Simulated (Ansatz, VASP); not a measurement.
**Y in VASP and in Ansatz**

POSCAR

```
Y
1.0
    0.0000000000      2.5160625000      2.5160625000
    2.4850000000      0.0310625000      2.4850000000
    2.4850000000      2.4850000000      0.0310625000
Y
1
Direct
    0.0000000000      0.0000000000      0.0000000000
```

Contents of INCAR.step1:

```
  ALGO = Normal
  EDIFF = 1E-4
  ENCUT = 520
  GGA = PE
  ISMEAR = 0
  LASPH = True
  LCHARG = False
  LREAL = False
  LWAVE = True
  NBANDS = 12
  NELM = 100
  PREC = Accurate
  SIGMA = 0.15
```

The input INCAR.step2:

```
  ALGO = Normal
  EDIFF = 1E-6
  ENCUT = 520
  ISIF = 2
  ISMEAR = 0
  ISTART = 1
  LASPH = True
  LCHARG = False
  LMIXTAU = True
  LREAL = False
  LWAVE = False
  METAGGA = R2SCAN
  NBANDS = 12
  NELM = 100
  PREC = Accurate
  SIGMA = 0.15
```

KPOINTS

```
k-points
0
Gamma
  16 16 16
```

Input for Ansatz:

```yaml
crystal:
  lattice:
    - [0.0, 2.5160625, 2.5160625]
    - [2.485, 0.0310625, 2.485]
    - [2.485, 2.485, 0.0310625]
  atoms:
    - { symbol: "Y", position: [0.0, 0.0, 0.0] }
basis:
  ecutwfc: 500
kpoints:
  mp_grid: { grid: [16, 16, 16] }
hamiltonian:
  xc: r2scan
scf:
  occupations: { method: gaussian, width: 0.15 }
output:
  forces: true
  stress: true
  eigenvalues: true
```

Change from the starting cell: strain +0.0250 x Voigt [0, 0, 0, 1, 0, 0], atoms carried along.

Alike in both runs: task single point; functional r2SCAN; k mesh 16 × 16 × 16; occupations gaussian, width 0.15 eV; no spin polarisation.

```csv
,VASP,Ansatz
version,VASP 6.6.1,Ansatz 0.2.0
potentials or method,"VASP PAW PBE potentials, release 64 (Y_sv), cutoff 520 eV","scalar-relativistic, plane waves, PAW"
valence electrons in the cell,11,11
```

```tsv
	VASP	Ansatz	Ansatz less VASP
gap on the k mesh at the Fermi level (eV)	none	none	-
pressure (GPa)	3.4	3.4	-0.08
traceless stress, the component that is largest in VASP (GPa)	-0.83	-0.83	-0.001
```

VASP's potentials were made for PBE, not for r2SCAN. A gap of «none» marks a metal or a gap that the smearing closes. The functional is the same, so the differences come from potentials, cutoffs and numerics.
